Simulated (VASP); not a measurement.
# CdTe (F-43m) in VASP: single point with PBE

Aim: the single point of CdTe with PBE.

Everything below comes from runs of VASP 6.6.1. Logs are shortened: lines on timing, memory, paths and dates and some standing lists are left out, and cuts for length are marked.

## (1) The cell of the first run

The structure is cubic, space group F-43m (No. 216). Conventional cell: a = 6.602 Å, b = 6.602 Å, c = 6.602 Å, α = 90.00°, β = 90.00°, γ = 90.00°. Cd (site symmetry -43m) has 4 Te at 2.86 Å within 3.8 Å. Within 3.8 Å of Te (site symmetry -43m) lie 4 Cd at 2.86 Å.

## (2) Single point, PBE (Hg replaced by Cd, lengths x 1.027, strained)

File INCAR:

```
SYSTEM = CdTe
PREC = Accurate ; ENCUT = 520
EDIFF = 1E-6 ; ISMEAR = 0
SIGMA = 0.02 ; LREAL = .False.
LASPH = .True. ; NELM = 100
ALGO = Normal ; ISIF = 2
LWAVE = .False. ; LCHARG = .True.
GGA = PE ; LELF = .True.
LVHAR = .True. ; NBANDS = 16
```

File KPOINTS:

```
regular mesh
0
Gamma
  8 8 8
  0 0 0
```

File POSCAR:

```
CdTe
1.0
    0.0000000000      3.3008223094      3.3008223094
    3.3008223094      0.0000000000      3.3008223094
    3.3008223094      3.3008223094      0.0000000000
Cd Te
1 1
Direct
    0.0000000000      0.0000000000      0.0000000000
    0.7500000000      0.7500000000      0.7500000000
```

Potentials or basis: VASP PAW PBE potentials, release 64 (Cd, Te).

Command:

```
$ cat potpaw_PBE.64/Cd/POTCAR potpaw_PBE.64/Te/POTCAR > POTCAR
$ mpirun -np 1 vasp_std > vasp.out
```

OUTCAR:

```text
SYSTEM = CdTe
   PREC = Accurate
   ENCUT = 520
   EDIFF = 1E-6
   ISMEAR = 0
   LREAL = .False.
   LASPH = .True.
   NELM = 100
   ISIF = 2
   GGA = PE

 ion  position               nearest neighbor table
   1  0.000  0.000  0.000-   2 2.86   2 2.86   2 2.86   2 2.86
   2  0.750  0.750  0.750-   1 2.86   1 2.86   1 2.86   1 2.86

  LATTYP: Found a face centered cubic cell.
 ALAT       =     6.6016446188

  Lattice vectors:

 A1 = (   0.0000000000,   3.3008223094,   3.3008223094)
 A2 = (   3.3008223094,   0.0000000000,   3.3008223094)
 A3 = (   3.3008223094,   3.3008223094,   0.0000000000)

Analysis of symmetry for initial positions (statically):
=====================================================================
 Subroutine PRICEL returns:
 Original cell was already a primitive cell.

 Routine SETGRP: Setting up the symmetry group for a
 face centered cubic supercell.

 Subroutine GETGRP returns: Found 24 space group operations
 (whereof 24 operations were pure point group operations)
 out of a pool of 48 trial point group operations.

The static configuration has the point symmetry T_d .

Analysis of symmetry for dynamics (positions and initial velocities):
=====================================================================
 Subroutine PRICEL returns:
 Original cell was already a primitive cell.

 Routine SETGRP: Setting up the symmetry group for a
 face centered cubic supercell.

 Subroutine GETGRP returns: Found 24 space group operations
 (whereof 24 operations were pure point group operations)
 out of a pool of 48 trial point group operations.

The dynamic configuration has the point symmetry T_d .

 Subroutine INISYM returns: Found 24 space group operations
 (whereof 24 operations are pure point group operations),
 and found     1 'primitive' translations

----------------------------------------------------------------------------------------

                                     Primitive cell

  volume of cell :      71.9277

  direct lattice vectors                    reciprocal lattice vectors
     0.000000000  3.300822309  3.300822309    -0.151477406  0.151477406  0.151477406
     3.300822309  0.000000000  3.300822309     0.151477406 -0.151477406  0.151477406
     3.300822309  3.300822309  0.000000000     0.151477406  0.151477406 -0.151477406

  length of vectors
     4.668067677  4.668067677  4.668067677     0.262366563  0.262366563  0.262366563

  position of ions in fractional coordinates (direct lattice)
     0.000000000  0.000000000  0.000000000
     0.750000000  0.750000000  0.750000000

  ion indices of the primitive-cell ions
   primitive index   ion index
                 1           1
                 2           2

----------------------------------------------------------------------------------------

 KPOINTS: regular mesh

Automatic generation of k-mesh.
 Grid dimensions read from file:
 generate k-points for:    8    8    8

 Generating k-lattice:

  Cartesian coordinates                     Fractional coordinates (reciprocal lattice)
    -0.018934676  0.018934676  0.018934676     0.125000000  0.000000000  0.000000000
     0.018934676 -0.018934676  0.018934676     0.000000000  0.125000000  0.000000000
     0.018934676  0.018934676 -0.018934676     0.000000000  0.000000000  0.125000000

  Length of vectors
     0.032795820  0.032795820  0.032795820

  Shift w.r.t. Gamma in fractional coordinates (k-lattice)
     0.000000000  0.000000000  0.000000000

 Subroutine IBZKPT returns following result:
 ===========================================

 Found     29 irreducible k-points:

 Following reciprocal coordinates:
            Coordinates               Weight
  0.000000  0.000000  0.000000      1.000000
  0.125000  0.000000  0.000000      8.000000
  0.250000  0.000000  0.000000      8.000000
  0.375000  0.000000  0.000000      8.000000
  0.500000  0.000000  0.000000      4.000000
  0.125000  0.125000  0.000000      6.000000
[... 16 lines left out ...]
  0.500000  0.250000  0.125000     48.000000
 -0.375000  0.250000  0.125000     24.000000
 [... further k-points ...]
   k-points           NKPTS =     29   k-points in BZ     NKDIM =     29   number of bands    NBANDS=     16
   number of dos      NEDOS =    301   number of ions     NIONS =      2
   total plane-waves  NPLWV =  46656
   dimension x,y,z NGX =    36 NGY =   36 NGZ =   36
   dimension x,y,z NGXF=    72 NGYF=   72 NGZF=   72
   ions per type =               1   1
   NGX,Y,Z   is equivalent  to a cutoff of  12.82, 12.82, 12.82 a.u.
   NGXF,Y,Z  is equivalent  to a cutoff of  25.64, 25.64, 25.64 a.u.
 SYSTEM =  CdTe
   PREC   = accura    normal or accurate (medium, high low for compatibility)
   ISTART =      0    job   : 0-new  1-cont  2-samecut
   ICHARG =      2    charge: 1-file 2-atom 10-const
   ISPIN  =      1    spin polarized calculation?
   LNONCOLLINEAR =      F non collinear calculations
   LSORBIT =      F    spin-orbit coupling
   LASPH  =      T    aspherical Exc in radial PAW
   ENCUT  =  520.0 eV  38.22 Ry    6.18 a.u.   8.68  8.68  8.68*2*pi/ulx,y,z
   NELM   =    100;   NELMIN=  2; NELMDL= -5     # of ELM steps
   EDIFF  = 0.1E-05   stopping-criterion for ELM
   LREAL  =      F    real-space projection
   EDIFFG = 0.1E-04   stopping-criterion for IOM
   NSW    =      0    number of steps for IOM
   IBRION =     -1    ionic relax: 0-MD 1-quasi-New 2-CG
   NFREE  =      0    steps in history (QN), initial steepest desc. (CG)
   ISIF   =      2    stress and relaxation
   ISYM   =      2    0-nonsym 1-usesym 2-fastsym
   POTIM  = 0.5000    time-step for ionic-motion
   TEBEG  =    0.0;   TEEND  =   0.0 temperature during run
   PSTRESS=    0.0 pullay stress
   NELECT =      18.0000    total number of electrons
   NUPDOWN=      -1.0000    fix difference up-down
   EMIN   =  10.00;   EMAX   =-10.00  energy-range for DOS
   EFERMI =   0.00;   METHOD = LEGACY
   ISMEAR =     0;   SIGMA  =   0.02  broadening in eV -4-tet -1-fermi 0-gaus
   EFERMI_NEDOS =   21; number of points for ismear=-14 and -15
   IALGO  =     38    algorithm
   IMIX   =      4    mixing-type and parameters
     AMIX     =   0.40;   BMIX     =  1.00
     AMIX_MAG =   1.60;   BMIX_MAG =  1.00
  volume/ion in A,a.u.               =      35.96       242.70
  Fermi-wavevector in a.u.,A,eV,Ry     =   1.031653  1.949541 14.480780  1.064307
  Thomas-Fermi vector in A             =   2.165812
   LORBIT       =      0    0 simple, 1 ext, 2 COOP (PROOUT), +10 PAW based schemes
   GGA     = PE    functional components
   LHFCALC =     F    Hartree Fock is set to
   AEXX    =    0.0000 exact exchange contribution
   IVDW    =     0    specifies the selected vdW correction
   LEPSILON=     F    determine dielectric tensor
   LRPA    =     F    only Hartree local field effects (RPA)
 non-spin polarized calculation
 Gauss-broadening in eV      SIGMA  =   0.02
  energy-cutoff  :      520.00
  volume of cell :       71.93
 maximum number of plane-waves:      1964
   NGX = 17   NGY = 17   NGZ = 17

 number of electron      18.0000007 magnetization

 Free energy of the ion-electron system (eV)
  ---------------------------------------------------
  ext. energy  EPLUGINS =         0.00000000
  ---------------------------------------------------
  free energy    TOTEN  =        -4.81122615 eV

  energy without entropy =       -4.81122615  energy(sigma->0) =       -4.81122615

 E-fermi :   1.9663     XC(G=0):  -8.3418

 val. band max:        1.8603097908   @ k =   0.0000   0.0000   0.0000
 cond. band min:       2.4653896331   @ k =   0.0000   0.0000   0.0000
 fundamental gap:      0.6050798423
 Fermi energy:         1.9662874027

 k-point     1 :       0.0000    0.0000    0.0000
  band No.  band energies     occupation
      1      -9.0120      2.00000
      2      -6.2502      2.00000
      3      -6.2502      2.00000
      4      -6.2502      2.00000
      5      -6.0285      2.00000
      6      -6.0285      2.00000
[... 8 lines left out ...]
     15      11.1206      0.00000
     16      11.1206      0.00000

 k-point     2 :       0.1250    0.0000    0.0000
  band No.  band energies     occupation
      1      -8.9609      2.00000
      2      -6.2408      2.00000
      3      -6.2408      2.00000
      4      -6.2073      2.00000
      5      -6.0291      2.00000
      6      -6.0291      2.00000
[... 8 lines left out ...]
     15      10.4713      0.00000
     16      10.4713      0.00000

 k-point     3 :       0.2500    0.0000    0.0000
  band No.  band energies     occupation
      1      -8.8374      2.00000
      2      -6.2199      2.00000
      3      -6.2199      2.00000
      4      -6.0680      2.00000
      5      -6.0286      2.00000
      6      -6.0286      2.00000
[... 8 lines left out ...]
     15      10.2710      0.00000
     16      10.2710      0.00000

 k-point     4 :       0.3750    0.0000    0.0000
  band No.  band energies     occupation
      1      -8.7153      2.00000
      2      -6.2023      2.00000
      3      -6.2023      2.00000
      4      -6.0240      2.00000
      5      -6.0240      2.00000
      6      -5.8495      2.00000
[... 8 lines left out ...]
     15      11.0220      0.00000
     16      11.0220      0.00000
[... 324 lines left out ...]
 k-point    22 :       0.3750    0.2500    0.1250
  band No.  band energies     occupation
      1      -8.7472      2.00000
      2      -6.1959      2.00000
      3      -6.1858      2.00000
      4      -6.0643      2.00000
      5      -6.0199      2.00000
      6      -5.9422      2.00000
[... 8 lines left out ...]
     15      11.5346      0.00000
     16      12.1349      0.00000

 k-point    23 :       0.5000    0.2500    0.1250
  band No.  band energies     occupation
      1      -8.6519      2.00000
      2      -6.1792      2.00000
      3      -6.1706      2.00000
      4      -6.0502      2.00000
      5      -6.0198      2.00000
      6      -5.7486      2.00000
[... 8 lines left out ...]
     15      11.6960      0.00000
     16      12.4447      0.00000

 k-point    24 :      -0.3750    0.2500    0.1250
  band No.  band energies     occupation
      1      -8.6135      2.00000
      2      -6.1746      2.00000
      3      -6.1645      2.00000
      4      -6.0408      2.00000
      5      -6.0233      2.00000
      6      -5.6368      2.00000
[... 8 lines left out ...]
     15      11.8845      0.00000
     16      12.3238      0.00000

 [... further k-points ...]

------------------------ aborting loop because EDIFF is reached ----------------------------------------

  FORCE on cell =-STRESS in cart. coord.  units (eV):
  Direction    XX          YY          ZZ          XY          YZ          ZX
  --------------------------------------------------------------------------------------
  -------------------------------------------------------------------------------------
  Total        0.1740209      0.1740209      0.1740209     -0.0000000      0.0000000     -0.0000000
  in kB        3.8762837      3.8762837      3.8762837     -0.0000000      0.0000000     -0.0000000
  external PRESSURE =       3.8762837 kB  Pullay stress =       0.0000000 kB

 VOLUME and BASIS-vectors are now :
 -----------------------------------------------------------------------------
  energy-cutoff  :      520.00
  volume of cell :       71.93
      direct lattice vectors                 reciprocal lattice vectors
     0.000000000  3.300822309  3.300822309    -0.151477406  0.151477406  0.151477406
     3.300822309  0.000000000  3.300822309     0.151477406 -0.151477406  0.151477406
     3.300822309  3.300822309  0.000000000     0.151477406  0.151477406 -0.151477406

 POSITION                                       TOTAL-FORCE (eV/Angst)
 -----------------------------------------------------------------------------------
      0.00000      0.00000      0.00000        -0.000000      0.000000      0.000000
      4.95123      4.95123      4.95123         0.000000     -0.000000     -0.000000
 -----------------------------------------------------------------------------------
    total drift:                                0.000000      0.000000      0.000001

  FREE ENERGIE OF THE ION-ELECTRON SYSTEM (eV)
  ---------------------------------------------------
  free  energy   TOTEN  =        -4.8112261475 eV

  energy  without entropy=       -4.8112261475  energy(sigma->0) =       -4.81122615
```

Wall time 42 s (1 thread of AMD EPYC 7R43 (Zen 3), shared host); peak memory 0.18 GiB.

Results:

| Property | Result |
| --- | --- |
| Free energy | -4.8112 eV |
| Pressure | 0.4 GPa |
| Band gap on the k mesh | 0.61 eV, direct |

Caveat: the cell differs from its parent crystal (Hg replaced by Cd, lengths x 1.027, strained); spin-orbit coupling is left out, which moves the levels of the heavy elements.
